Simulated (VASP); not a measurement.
# TiO2 (Fm-3m) in VASP: further runs

The runs below take TiO2 through single point, with PBE.

Program: VASP 6.6.1. These are calculated values, not measurements. Logs are shortened: lines on timing, memory, paths and dates and some standing lists are left out, and cuts for length are marked.

## 1. The cell of the first run

The structure is cubic, space group Fm-3m (No. 225). The conventional cell has a = 4.794 Å, b = 4.794 Å, c = 4.794 Å, α = 90.00°, β = 90.00°, γ = 90.00°. Ti (site symmetry m-3m) has 8 O at 2.08 Å within 2.7 Å. O (site symmetry -43m) has 4 Ti at 2.08 Å and 6 O at 2.40 Å within 2.7 Å.

## 2. Single point, PBE

INCAR

```
  PREC = Accurate
  ENCUT = 520
  EDIFF = 1E-6
  ISMEAR = 0
  SIGMA = 0.01
  LREAL = F
  LASPH = T
  NELM = 60
  ALGO = Normal
  ISIF = 2
  LWAVE = F
  LCHARG = F
  GGA = PE
  NBANDS = 19
```

KPOINTS

```
regular mesh
0
Gamma
  6 6 6
```

POSCAR

```
TiO2
1.0
    0.0000000000      2.3968272541      2.3968272541
    2.3968272541      0.0000000000      2.3968272541
    2.3968272541      2.3968272541      0.0000000000
Ti O
1 2
Direct
    0.0000000000      0.0000000000      0.0000000000
    0.2500000000      0.2500000000      0.2500000000
    0.7500000000      0.7500000000      0.7500000000
```

Potentials or basis: VASP PAW PBE potentials, release 64 (Ti_sv, O).

Command:

```sh
$ cat potpaw_PBE.64/Ti_sv/POTCAR potpaw_PBE.64/O/POTCAR > POTCAR
$ mpirun -np 1 vasp_std > vasp.out
```

OUTCAR:

```text
PREC = Accurate
   ENCUT = 520
   EDIFF = 1E-6
   ISMEAR = 0
   LREAL = F
   LASPH = T
   NELM = 60
   ISIF = 2
   GGA = PE

 ion  position               nearest neighbor table
   1  0.000  0.000  0.000-   2 2.08   3 2.08   3 2.08   3 2.08   3 2.08   2 2.08   2 2.08   2 2.08

   2  0.250  0.250  0.250-   1 2.08   1 2.08   1 2.08   1 2.08
   3  0.750  0.750  0.750-   1 2.08   1 2.08   1 2.08   1 2.08

  LATTYP: Found a face centered cubic cell.
 ALAT       =     4.7936545082

  Lattice vectors:

 A1 = (   0.0000000000,   2.3968272541,   2.3968272541)
 A2 = (   2.3968272541,   0.0000000000,   2.3968272541)
 A3 = (   2.3968272541,   2.3968272541,   0.0000000000)

Analysis of symmetry for initial positions (statically):
=====================================================================
 Subroutine PRICEL returns:
 Original cell was already a primitive cell.

 Routine SETGRP: Setting up the symmetry group for a
 face centered cubic supercell.

 Subroutine GETGRP returns: Found 48 space group operations
[... 9 lines left out ...]

 Routine SETGRP: Setting up the symmetry group for a
 face centered cubic supercell.

 Subroutine GETGRP returns: Found 48 space group operations
[... 11 lines left out ...]
                                     Primitive cell

  volume of cell :      27.5385

  direct lattice vectors                    reciprocal lattice vectors
     0.000000000  2.396827254  2.396827254    -0.208609110  0.208609110  0.208609110
     2.396827254  0.000000000  2.396827254     0.208609110 -0.208609110  0.208609110
     2.396827254  2.396827254  0.000000000     0.208609110  0.208609110 -0.208609110

  length of vectors
     3.389625609  3.389625609  3.389625609     0.361321577  0.361321577  0.361321577

  position of ions in fractional coordinates (direct lattice)
     0.000000000  0.000000000  0.000000000
     0.250000000  0.250000000  0.250000000
     0.750000000  0.750000000  0.750000000

  ion indices of the primitive-cell ions
   primitive index   ion index
                 1           1
                 2           2
                 3           3

----------------------------------------------------------------------------------------

 KPOINTS: regular mesh

Automatic generation of k-mesh.
 Grid dimensions read from file:
 generate k-points for:    6    6    6

 Generating k-lattice:

  Cartesian coordinates                     Fractional coordinates (reciprocal lattice)
    -0.034768185  0.034768185  0.034768185     0.166666667  0.000000000  0.000000000
     0.034768185 -0.034768185  0.034768185     0.000000000  0.166666667  0.000000000
     0.034768185  0.034768185 -0.034768185     0.000000000  0.000000000  0.166666667

  Length of vectors
     0.060220263  0.060220263  0.060220263

  Shift w.r.t. Gamma in fractional coordinates (k-lattice)
     0.000000000  0.000000000  0.000000000

 Subroutine IBZKPT returns following result:
 ===========================================

 Found     16 irreducible k-points:

 Following reciprocal coordinates:
            Coordinates               Weight
  0.000000  0.000000  0.000000      1.000000
  0.166667  0.000000  0.000000      8.000000
  0.333333  0.000000  0.000000      8.000000
  0.500000  0.000000  0.000000      4.000000
  0.166667  0.166667  0.000000      6.000000
  0.333333  0.166667  0.000000     24.000000
[... 8 lines left out ...]
 -0.333333  0.333333  0.166667     24.000000
 -0.333333  0.500000  0.166667     12.000000
   k-points           NKPTS =     16   k-points in BZ     NKDIM =     16   number of bands    NBANDS=     19
   number of dos      NEDOS =    301   number of ions     NIONS =      3
   total plane-waves  NPLWV =  21952
   dimension x,y,z NGX =    28 NGY =   28 NGZ =   28
   dimension x,y,z NGXF=    56 NGYF=   56 NGZF=   56
   ions per type =               1   2
   NGX,Y,Z   is equivalent  to a cutoff of  13.73, 13.73, 13.73 a.u.
   NGXF,Y,Z  is equivalent  to a cutoff of  27.47, 27.47, 27.47 a.u.
 SYSTEM =  unknown system
   PREC   = accura    normal or accurate (medium, high low for compatibility)
   ISTART =      0    job   : 0-new  1-cont  2-samecut
   ICHARG =      2    charge: 1-file 2-atom 10-const
   ISPIN  =      1    spin polarized calculation?
   LNONCOLLINEAR =      F non collinear calculations
   LSORBIT =      F    spin-orbit coupling
   LASPH  =      T    aspherical Exc in radial PAW
   ENCUT  =  520.0 eV  38.22 Ry    6.18 a.u.   6.30  6.30  6.30*2*pi/ulx,y,z
   NELM   =     60;   NELMIN=  2; NELMDL= -5     # of ELM steps
   EDIFF  = 0.1E-05   stopping-criterion for ELM
   LREAL  =      F    real-space projection
   EDIFFG = 0.1E-04   stopping-criterion for IOM
   NSW    =      0    number of steps for IOM
   IBRION =     -1    ionic relax: 0-MD 1-quasi-New 2-CG
   NFREE  =      0    steps in history (QN), initial steepest desc. (CG)
   ISIF   =      2    stress and relaxation
   ISYM   =      2    0-nonsym 1-usesym 2-fastsym
   POTIM  = 0.5000    time-step for ionic-motion
   TEBEG  =    0.0;   TEEND  =   0.0 temperature during run
   PSTRESS=    0.0 pullay stress
   NELECT =      24.0000    total number of electrons
   NUPDOWN=      -1.0000    fix difference up-down
   EMIN   =  10.00;   EMAX   =-10.00  energy-range for DOS
   EFERMI =   0.00;   METHOD = LEGACY
   ISMEAR =     0;   SIGMA  =   0.01  broadening in eV -4-tet -1-fermi 0-gaus
   EFERMI_NEDOS =   21; number of points for ismear=-14 and -15
   IALGO  =     38    algorithm
   IMIX   =      4    mixing-type and parameters
     AMIX     =   0.40;   BMIX     =  1.00
     AMIX_MAG =   1.60;   BMIX_MAG =  1.00
  volume/ion in A,a.u.               =       9.18        61.95
  Fermi-wavevector in a.u.,A,eV,Ry     =   1.563742  2.955044 33.270189  2.445290
  Thomas-Fermi vector in A             =   2.666469
   LORBIT       =      0    0 simple, 1 ext, 2 COOP (PROOUT), +10 PAW based schemes
   GGA     = PE    functional components
   LHFCALC =     F    Hartree Fock is set to
   AEXX    =    0.0000 exact exchange contribution
   IVDW    =     0    specifies the selected vdW correction
   LEPSILON=     F    determine dielectric tensor
   LRPA    =     F    only Hartree local field effects (RPA)
 non-spin polarized calculation
 Gauss-broadening in eV      SIGMA  =   0.01
  energy-cutoff  :      520.00
  volume of cell :       27.54
 maximum number of plane-waves:       754
 NGX is ok and might be reduce to    28
   NGX = 13   NGY = 13   NGZ = 13

 number of electron      23.9999996 magnetization

 Free energy of the ion-electron system (eV)
  ---------------------------------------------------
  ext. energy  EPLUGINS =         0.00000000
  ---------------------------------------------------
  free energy    TOTEN  =       -26.01703041 eV

  energy without entropy =      -26.01703041  energy(sigma->0) =      -26.01703041

 E-fermi :   7.5095     XC(G=0): -12.2434

 val. band max:        7.3971816650   @ k =   0.5000   0.5000   0.0000
 cond. band min:       8.5231173301   @ k =   0.0000   0.0000   0.0000
 fundamental gap:      1.1259356651
 Fermi energy:         7.5095396204

 k-point     1 :       0.0000    0.0000    0.0000
  band No.  band energies     occupation
      1     -50.3627      2.00000
      2     -26.4490      2.00000
      3     -26.4490      2.00000
      4     -26.4490      2.00000
      5     -12.3269      2.00000
      6      -8.4938      2.00000
[... 11 lines left out ...]
     18      15.0820      0.00000
     19      21.6305      0.00000

 k-point     2 :       0.1667    0.0000    0.0000
  band No.  band energies     occupation
      1     -50.3568      2.00000
      2     -26.5148      2.00000
      3     -26.4568      2.00000
      4     -26.4568      2.00000
      5     -12.0057      2.00000
      6      -8.8622      2.00000
[... 11 lines left out ...]
     18      16.0075      0.00000
     19      21.4412      0.00000

 k-point     3 :       0.3333    0.0000    0.0000
  band No.  band energies     occupation
      1     -50.3451      2.00000
      2     -26.6425      2.00000
      3     -26.4722      2.00000
      4     -26.4722      2.00000
      5     -11.2684      2.00000
      6      -9.5676      2.00000
[... 11 lines left out ...]
     18      17.4163      0.00000
     19      21.5401      0.00000

 k-point     4 :       0.5000    0.0000    0.0000
  band No.  band energies     occupation
      1     -50.3393      2.00000
      2     -26.7047      2.00000
      3     -26.4799      2.00000
      4     -26.4799      2.00000
      5     -10.7455      2.00000
      6     -10.0203      2.00000
[... 11 lines left out ...]
     18      17.6168      0.00000
     19      22.1395      0.00000

 k-point     5 :       0.1667    0.1667    0.0000
  band No.  band energies     occupation
      1     -50.3549      2.00000
      2     -26.5190      2.00000
      3     -26.4681      2.00000
      4     -26.4681      2.00000
      5     -11.8964      2.00000
      6      -8.9635      2.00000
[... 11 lines left out ...]
     18      16.0649      0.00000
     19      21.2198      0.00000
[... 158 lines left out ...]
      2     -26.7162      2.00000
      3     -26.5252      2.00000
      4     -26.5252      2.00000
      5     -10.3404      2.00000
      6     -10.0545      2.00000
[... 11 lines left out ...]
     18      19.1633      0.00000
     19      21.5644      0.00000

 k-point    14 :       0.5000    0.3333    0.1667
  band No.  band energies     occupation
      1     -50.3373      2.00000
      2     -26.6467      2.00000
      3     -26.5472      2.00000
      4     -26.4977      2.00000
      5     -10.7431      2.00000
      6      -9.8823      2.00000
[... 11 lines left out ...]
     18      18.2495      0.00000
     19      22.0875      0.00000

 k-point    15 :      -0.3333    0.3333    0.1667
  band No.  band energies     occupation
      1     -50.3334      2.00000
      2     -26.6481      2.00000
      3     -26.5864      2.00000
      4     -26.5089      2.00000
      5     -10.3472      2.00000
      6     -10.1614      2.00000
[... 11 lines left out ...]
     18      18.7216      0.00000
     19      22.8396      0.00000

 k-point    16 :      -0.3333    0.5000    0.1667
  band No.  band energies     occupation
      1     -50.3315      2.00000
      2     -26.6689      2.00000
      3     -26.5734      2.00000
      4     -26.5260      2.00000
      5     -10.2770      2.00000
      6     -10.1344      2.00000
[... 11 lines left out ...]
     18      19.0896      0.00000
     19      22.8124      0.00000

------------------------ aborting loop because EDIFF is reached ----------------------------------------

  FORCE on cell =-STRESS in cart. coord.  units (eV):
  Direction    XX          YY          ZZ          XY          YZ          ZX
  --------------------------------------------------------------------------------------
  -------------------------------------------------------------------------------------
  Total        1.1618753      1.1618753      1.1618753      0.0000000     -0.0000000      0.0000000
  in kB       67.5973890     67.5973890     67.5973890      0.0000000     -0.0000000      0.0000000
  external PRESSURE =      67.5973890 kB  Pullay stress =       0.0000000 kB

 VOLUME and BASIS-vectors are now :
 -----------------------------------------------------------------------------
  energy-cutoff  :      520.00
  volume of cell :       27.54
      direct lattice vectors                 reciprocal lattice vectors
     0.000000000  2.396827254  2.396827254    -0.208609110  0.208609110  0.208609110
     2.396827254  0.000000000  2.396827254     0.208609110 -0.208609110  0.208609110
     2.396827254  2.396827254  0.000000000     0.208609110  0.208609110 -0.208609110

 POSITION                                       TOTAL-FORCE (eV/Angst)
 -----------------------------------------------------------------------------------
      0.00000      0.00000      0.00000        -0.000000     -0.000000     -0.000000
      1.19841      1.19841      1.19841         0.000000      0.000000      0.000000
      3.59524      3.59524      3.59524         0.000000     -0.000000     -0.000000
 -----------------------------------------------------------------------------------
    total drift:                                0.000000      0.000000      0.000000

  FREE ENERGIE OF THE ION-ELECTRON SYSTEM (eV)
  ---------------------------------------------------
  free  energy   TOTEN  =       -26.0170304101 eV

  energy  without entropy=      -26.0170304101  energy(sigma->0) =      -26.01703041
```

Run time: 37 s. Hardware: 1 thread of AMD EPYC 7R13, shared host; peak memory 0.13 GiB.

What came out:

```
Free energy            : -26.0170 eV
Pressure               : 6.8 GPa
Band gap on the k mesh : 1.13 eV, indirect (least direct gap 1.83 eV)
```

## 3. Single point, PBE

INCAR

```
SYSTEM = TiO2
ALGO = Normal
EDIFF = 1E-6
ENCUT = 520
GGA = PE
ISIF = 2
ISMEAR = 0
LASPH = .TRUE.
LCHARG = .FALSE.
LREAL = .FALSE.
LWAVE = .FALSE.
NBANDS = 19
NELM = 100
PREC = Accurate
SIGMA = 0.01
```

KPOINTS

```
k-points
0
G
  8 8 8
  0 0 0
```

POSCAR is that of step 2.

Potentials or basis: VASP PAW PBE potentials, release 64 (Ti_sv, O).

Command:

```sh
$ cat potpaw_PBE.64/Ti_sv/POTCAR potpaw_PBE.64/O/POTCAR > POTCAR
$ mpirun -np 1 vasp_std > vasp.out
```

Run time: 60 s. Hardware: 1 thread of AMD EPYC 7R13, shared host; peak memory 0.13 GiB.

It converged, with:

- Free energy: -26.0172 eV
- Pressure: 6.8 GPa
- Band gap on the k mesh: 1.13 eV, indirect (least direct gap 1.84 eV)

Levels at points of the mesh, in eV from the valence-band top:
| k point | band 10 | band 11 | band 12 | band 13 | band 14 | band 15 |
| --- | --- | --- | --- | --- | --- | --- |
| (0.00, 0.00, 0.00) | -0.87 | -0.87 | -0.87 | 1.13 | 1.13 | 5.38 |
| (0.50, 0.00, 0.00) | -3.28 | -2.54 | -2.54 | 1.48 | 1.48 | 2.87 |
| (0.50, 0.50, 0.00) | -2.10 | -2.10 | 0.00 | 1.84 | 1.84 | 2.89 |

A k mesh can miss the band edges. Expect the measured gap to be larger: semilocal functionals such as PBE lack the derivative discontinuity.
